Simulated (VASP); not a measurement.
# Na (Im-3m) in VASP: a series of runs

Runs on Na. Level: PBE+D3(BJ). Tasks: single point, relaxation of cell and atoms.

Everything below comes from runs of VASP 6.6.1. Logs are shortened: lines on timing, memory, paths and dates and some standing lists are left out, and cuts for length are marked.

## Step 1: The cell of the first run

It takes space group Im-3m (No. 229, cubic). The conventional cell has a = 4.078 Å, b = 4.078 Å, c = 4.078 Å, α = 90.00°, β = 90.00°, γ = 90.00°. Na (site symmetry m-3m) has 14 Na at 3.53 to 4.08 Å within 4.6 Å.

## Step 2: Single point, PBE+D3(BJ)

INCAR

```
SYSTEM = Na
PREC = Accurate ; ENCUT = 520
EDIFF = 1E-6 ; ISMEAR = 0
SIGMA = 0.1 ; LREAL = .False.
LASPH = .True. ; NELM = 100
ALGO = Normal ; ISIF = 2
LWAVE = .False. ; LCHARG = .False.
GGA = PE ; IVDW = 12
NBANDS = 10
```

KPOINTS

```
Automatic mesh
0
Gamma
  14 14 14
  0 0 0
```

POSCAR

```
Na
1.0
   -2.0389743385      2.0389743385      2.0389743385
    2.0389743385     -2.0389743385      2.0389743385
    2.0389743385      2.0389743385     -2.0389743385
Na
1
Direct
    0.0000000000      0.0000000000      0.0000000000
```

Potentials or basis: VASP PAW PBE potentials, release 64 (Na_pv).

Started as:

```console
> cat potpaw_PBE.64/Na_pv/POTCAR > POTCAR
> mpirun -np 1 vasp_std > vasp.out
```

OUTCAR:

```text
SYSTEM = Na
   PREC = Accurate
   ENCUT = 520
   EDIFF = 1E-6
   ISMEAR = 0
   LREAL = .False.
   LASPH = .True.
   NELM = 100
   ISIF = 2
   GGA = PE
   IVDW = 12
 IVDW          = 12

 ion  position               nearest neighbor table
   1  0.000  0.000  0.000-

  LATTYP: Found a body centered cubic cell.
 ALAT       =     4.0779486770

  Lattice vectors:

 A1 = (  -2.0389743385,   2.0389743385,   2.0389743385)
 A2 = (   2.0389743385,  -2.0389743385,   2.0389743385)
 A3 = (   2.0389743385,   2.0389743385,  -2.0389743385)

Analysis of symmetry for initial positions (statically):
=====================================================================
 Subroutine PRICEL returns:
 Original cell was already a primitive cell.

 Routine SETGRP: Setting up the symmetry group for a
 body centered cubic supercell.

 Subroutine GETGRP returns: Found 48 space group operations
 (whereof 48 operations were pure point group operations)
 out of a pool of 48 trial point group operations.

The static configuration has the point symmetry O_h .

Analysis of symmetry for dynamics (positions and initial velocities):
=====================================================================
 Subroutine PRICEL returns:
 Original cell was already a primitive cell.

 Routine SETGRP: Setting up the symmetry group for a
 body centered cubic supercell.

 Subroutine GETGRP returns: Found 48 space group operations
 (whereof 48 operations were pure point group operations)
 out of a pool of 48 trial point group operations.

The dynamic configuration has the point symmetry O_h .

 Subroutine INISYM returns: Found 48 space group operations
 (whereof 48 operations are pure point group operations),
 and found     1 'primitive' translations

----------------------------------------------------------------------------------------

                                     Primitive cell

  volume of cell :      33.9075

  direct lattice vectors                    reciprocal lattice vectors
    -2.038974339  2.038974339  2.038974339     0.000000000  0.245221330  0.245221330
     2.038974339 -2.038974339  2.038974339     0.245221330  0.000000000  0.245221330
     2.038974339  2.038974339 -2.038974339     0.245221330  0.245221330  0.000000000

  length of vectors
     3.531607150  3.531607150  3.531607150     0.346795331  0.346795331  0.346795331

  position of ions in fractional coordinates (direct lattice)
     0.000000000  0.000000000  0.000000000

  ion indices of the primitive-cell ions
   primitive index   ion index
                 1           1

----------------------------------------------------------------------------------------

 KPOINTS: Automatic mesh

Automatic generation of k-mesh.
 Grid dimensions read from file:
 generate k-points for:   14   14   14

 Generating k-lattice:

  Cartesian coordinates                     Fractional coordinates (reciprocal lattice)
     0.000000000  0.017515809  0.017515809     0.071428571  0.000000000  0.000000000
     0.017515809  0.000000000  0.017515809     0.000000000  0.071428571  0.000000000
     0.017515809  0.017515809  0.000000000     0.000000000  0.000000000  0.071428571

  Length of vectors
     0.024771095  0.024771095  0.024771095

  Shift w.r.t. Gamma in fractional coordinates (k-lattice)
     0.000000000  0.000000000  0.000000000

 Subroutine IBZKPT returns following result:
 ===========================================

 Found    104 irreducible k-points:

 Following reciprocal coordinates:
            Coordinates               Weight
  0.000000  0.000000  0.000000      1.000000
  0.071429  0.000000  0.000000     12.000000
  0.142857  0.000000  0.000000     12.000000
  0.214286  0.000000  0.000000     12.000000
  0.285714  0.000000  0.000000     12.000000
  0.357143  0.000000  0.000000     12.000000
[... 16 lines left out ...]
  0.285714  0.285714  0.000000     24.000000
  0.357143  0.285714  0.000000     24.000000
 [... further k-points ...]
   k-points           NKPTS =    104   k-points in BZ     NKDIM =    104   number of bands    NBANDS=     10
   number of dos      NEDOS =    301   number of ions     NIONS =      1
   total plane-waves  NPLWV =  21952
   dimension x,y,z NGX =    28 NGY =   28 NGZ =   28
   dimension x,y,z NGXF=    56 NGYF=   56 NGZF=   56
   ions per type =               1
   NGX,Y,Z   is equivalent  to a cutoff of  13.18, 13.18, 13.18 a.u.
   NGXF,Y,Z  is equivalent  to a cutoff of  26.36, 26.36, 26.36 a.u.
 SYSTEM =  Na
   PREC   = accura    normal or accurate (medium, high low for compatibility)
   ISTART =      0    job   : 0-new  1-cont  2-samecut
   ICHARG =      2    charge: 1-file 2-atom 10-const
   ISPIN  =      1    spin polarized calculation?
   LNONCOLLINEAR =      F non collinear calculations
   LSORBIT =      F    spin-orbit coupling
   LASPH  =      T    aspherical Exc in radial PAW
   ENCUT  =  520.0 eV  38.22 Ry    6.18 a.u.   6.57  6.57  6.57*2*pi/ulx,y,z
   NELM   =    100;   NELMIN=  2; NELMDL= -5     # of ELM steps
   EDIFF  = 0.1E-05   stopping-criterion for ELM
   LREAL  =      F    real-space projection
   EDIFFG = 0.1E-04   stopping-criterion for IOM
   NSW    =      0    number of steps for IOM
   IBRION =     -1    ionic relax: 0-MD 1-quasi-New 2-CG
   NFREE  =      0    steps in history (QN), initial steepest desc. (CG)
   ISIF   =      2    stress and relaxation
   ISYM   =      2    0-nonsym 1-usesym 2-fastsym
   POTIM  = 0.5000    time-step for ionic-motion
   TEBEG  =    0.0;   TEEND  =   0.0 temperature during run
   PSTRESS=    0.0 pullay stress
   NELECT =       7.0000    total number of electrons
   NUPDOWN=      -1.0000    fix difference up-down
   EMIN   =  10.00;   EMAX   =-10.00  energy-range for DOS
   EFERMI =   0.00;   METHOD = LEGACY
   ISMEAR =     0;   SIGMA  =   0.10  broadening in eV -4-tet -1-fermi 0-gaus
   EFERMI_NEDOS =   21; number of points for ismear=-14 and -15
   IALGO  =     38    algorithm
   IMIX   =      4    mixing-type and parameters
     AMIX     =   0.40;   BMIX     =  1.00
     AMIX_MAG =   1.60;   BMIX_MAG =  1.00
  volume/ion in A,a.u.               =      33.91       228.82
  Fermi-wavevector in a.u.,A,eV,Ry     =   0.967555  1.828414 12.737272  0.936163
  Thomas-Fermi vector in A             =   2.097451
   LORBIT       =      0    0 simple, 1 ext, 2 COOP (PROOUT), +10 PAW based schemes
   GGA     = PE    functional components
   LHFCALC =     F    Hartree Fock is set to
   AEXX    =    0.0000 exact exchange contribution
   IVDW    =    12    specifies the selected vdW correction
   LEPSILON=     F    determine dielectric tensor
   LRPA    =     F    only Hartree local field effects (RPA)
 non-spin polarized calculation
 Gauss-broadening in eV      SIGMA  =   0.10
  energy-cutoff  :      520.00
  volume of cell :       33.91
 maximum number of plane-waves:       943
 NGX is ok and might be reduce to    28
   NGX = 13   NGY = 13   NGZ = 13

 number of electron       7.0000000 magnetization

 Free energy of the ion-electron system (eV)
  ---------------------------------------------------
  ext. energy  EPLUGINS =         0.00000000
  ---------------------------------------------------
  free energy    TOTEN  =        -1.30498305 eV

  energy without entropy =       -1.30203334  energy(sigma->0) =       -1.30350820

 E-fermi :   0.5740     XC(G=0):  -6.7394

 val. band max:        0.5465774073   @ k =  -0.3571   0.4286   0.1429
 cond. band min:       0.6312217141   @ k =   0.3571   0.0714   0.0714
 fundamental gap:      0.0846443068
 Fermi energy:         0.5739877719

 k-point     1 :       0.0000    0.0000    0.0000
  band No.  band energies     occupation
      1     -24.2392      2.00000
      2     -24.2392      2.00000
      3     -24.2392      2.00000
      4      -2.8726      2.00000
      5      12.9222      0.00000
      6      12.9222      0.00000
      7      12.9222      0.00000
      8      13.9754      0.00000
      9      13.9754      0.00000
     10      14.5721      0.00000

 k-point     2 :       0.0714    0.0000    0.0000
  band No.  band energies     occupation
      1     -24.2416      2.00000
      2     -24.2400      2.00000
      3     -24.2392      2.00000
      4      -2.7768      2.00000
      5      11.6887      0.00000
      6      12.3078      0.00000
      7      12.6022      0.00000
      8      13.2382      0.00000
      9      13.4392      0.00000
     10      15.0163      0.00000

 k-point     3 :       0.1429    0.0000    0.0000
  band No.  band energies     occupation
      1     -24.2485      2.00000
      2     -24.2422      2.00000
      3     -24.2392      2.00000
      4      -2.4905      2.00000
      5       9.7258      0.00000
      6      11.4059      0.00000
      7      12.0097      0.00000
      8      12.3801      0.00000
      9      13.1856      0.00000
     10      15.1893      0.00000

 k-point     4 :       0.2143    0.0000    0.0000
  band No.  band energies     occupation
      1     -24.2583      2.00000
      2     -24.2455      2.00000
      3     -24.2392      2.00000
      4      -2.0173      2.00000
      5       7.8357      0.00000
      6      10.6169      0.00000
      7      11.4454      0.00000
      8      11.6641      0.00000
      9      12.7890      0.00000
     10      15.4922      0.00000
[... 222 lines left out ...]
 k-point    22 :       0.3571    0.2143    0.0000
  band No.  band energies     occupation
      1     -24.2809      2.00000
      2     -24.2623      2.00000
      3     -24.2442      2.00000
      4       1.5722      0.00000
      5       2.9087      0.00000
      6       5.4641      0.00000
      7       9.2954      0.00000
      8      12.6283      0.00000
      9      14.9721      0.00000
     10      15.8747      0.00000

 k-point    23 :       0.2857    0.2857    0.0000
  band No.  band energies     occupation
      1     -24.2782      2.00000
      2     -24.2650      2.00000
      3     -24.2448      2.00000
      4       1.5011      0.00000
      5       3.6469      0.00000
      6       4.5583      0.00000
      7       9.2061      0.00000
      8      13.3156      0.00000
      9      14.2199      0.00000
     10      16.2897      0.00000

 k-point    24 :       0.3571    0.2857    0.0000
  band No.  band energies     occupation
      1     -24.2762      2.00000
      2     -24.2687      2.00000
      3     -24.2451      2.00000
      4       2.3832      0.00000
      5       2.8412      0.00000
      6       4.2400      0.00000
      7       9.1195      0.00000
      8      13.5080      0.00000
      9      14.4439      0.00000
     10      15.7617      0.00000

 [... further k-points ...]

------------------------ aborting loop because EDIFF is reached ----------------------------------------

 Edisp (eV)   -0.16801

 E8    (eV) :    -0.0818

  FORCE on cell =-STRESS in cart. coord.  units (eV):
  Direction    XX          YY          ZZ          XY          YZ          ZX
  --------------------------------------------------------------------------------------
  -------------------------------------------------------------------------------------
  Total      -0.00440    -0.00440    -0.00440     0.00000     0.00000    -0.00000
  in kB      -0.20769    -0.20769    -0.20769     0.00000     0.00000    -0.00000
  external pressure =       -0.21 kB  Pullay stress =        0.00 kB

 VOLUME and BASIS-vectors are now :
 -----------------------------------------------------------------------------
  energy-cutoff  :      520.00
  volume of cell :       33.91
      direct lattice vectors                 reciprocal lattice vectors
    -2.038974339  2.038974339  2.038974339     0.000000000  0.245221330  0.245221330
     2.038974339 -2.038974339  2.038974339     0.245221330  0.000000000  0.245221330
     2.038974339  2.038974339 -2.038974339     0.245221330  0.245221330  0.000000000

 POSITION                                       TOTAL-FORCE (eV/Angst)
 -----------------------------------------------------------------------------------
      0.00000      0.00000      0.00000         0.000000     -0.000000     -0.000000
 -----------------------------------------------------------------------------------
    total drift:                                0.000000      0.000000      0.000000

  FREE ENERGIE OF THE ION-ELECTRON SYSTEM (eV)
  ---------------------------------------------------
  free  energy   TOTEN  =        -1.4729977617 eV

  energy  without entropy=       -1.4700480543  energy(sigma->0) =       -1.47152291
```

It took 9.4 s on 1 thread of AMD EPYC 9R45 (Zen 5), shared host; peak memory 0.14 GiB.

Results:

```yaml
Free_energy: -1.4730 eV
Pressure: 0.0 GPa
Dispersion_energy_per_atom: -0.168 eV
```

Levels at points of the mesh, in eV from the Fermi level:
```csv
k point,band 1,band 2,band 3,band 4,band 5,band 6,band 7
"(0.00, 0.00, 0.00)",-24.81,-24.81,-24.81,-3.45,12.35,12.35,12.35
"(0.50, 0.00, 0.00)",-24.86,-24.83,-24.81,0.81,1.34,8.61,9.81
"(0.50, 0.50, 0.50)",-24.85,-24.85,-24.85,4.69,4.69,5.24,5.24
```

Caveat: pairwise dispersion overbinds metals, which lowers pressure and volume.

## Step 3: Relaxation of cell and atoms, PBE+D3(BJ)

INCAR

```
SYSTEM = Na
  PREC = Accurate
  ENCUT = 600
  EDIFF = 1E-7
  ISMEAR = 0
  SIGMA = 0.1
  LREAL = .FALSE.
  LASPH = .TRUE.
  NELM = 60
  ALGO = Normal
  ISIF = 3
  LWAVE = .FALSE.
  LCHARG = .FALSE.
  GGA = PE
  IVDW = 12
  IBRION = 2
  NSW = 100
  EDIFFG = -0.005
```

KPOINTS

```
regular mesh
0
G
  14 14 14
  0 0 0
```

POSCAR is that of step 2.

Potentials or basis: VASP PAW PBE potentials, release 64 (Na_pv).

Started as:

```console
> cat potpaw_PBE.64/Na_pv/POTCAR > POTCAR
> mpirun -np 1 vasp_std > vasp.out
```

Run time: 7.9 s. Hardware: 1 thread of AMD EPYC 9R45 (Zen 5), shared host; peak memory 0.14 GiB.

Results (log left out):

```
Free energy                : -1.4730 eV
Pressure after relaxing    : 0.0 GPa
Dispersion energy per atom : -0.168 eV
```

Final structure:
```cif
data_structure
_symmetry_space_group_name_H-M 'P 1'
_symmetry_Int_Tables_number 1
_cell_length_a 3.5316
_cell_length_b 3.5316
_cell_length_c 3.5316
_cell_angle_alpha 109.471
_cell_angle_beta 109.471
_cell_angle_gamma 109.471
_cell_volume 33.91
loop_
_atom_site_label
_atom_site_type_symbol
_atom_site_fract_x
_atom_site_fract_y
_atom_site_fract_z
_atom_site_occupancy
Na1 Na 0.00000 0.00000 0.00000 1
```

Levels at points of the mesh, in eV from the Fermi level:
| k point | band 1 | band 2 | band 3 | band 4 | band 5 | band 6 | band 7 |
| --- | --- | --- | --- | --- | --- | --- | --- |
| (0.00, 0.00, 0.00) | -24.81 | -24.81 | -24.81 | -3.45 | 12.35 | 12.35 | 12.35 |
| (0.50, 0.00, 0.00) | -24.86 | -24.83 | -24.81 | 0.81 | 1.34 | 8.61 | 9.81 |
| (0.50, 0.50, 0.50) | -24.85 | -24.85 | -24.85 | 4.69 | 4.69 | 5.24 | 5.24 |

Caveat: the relaxation stopped at its first step, so nothing moved; pairwise dispersion overbinds metals, which lowers pressure and volume.
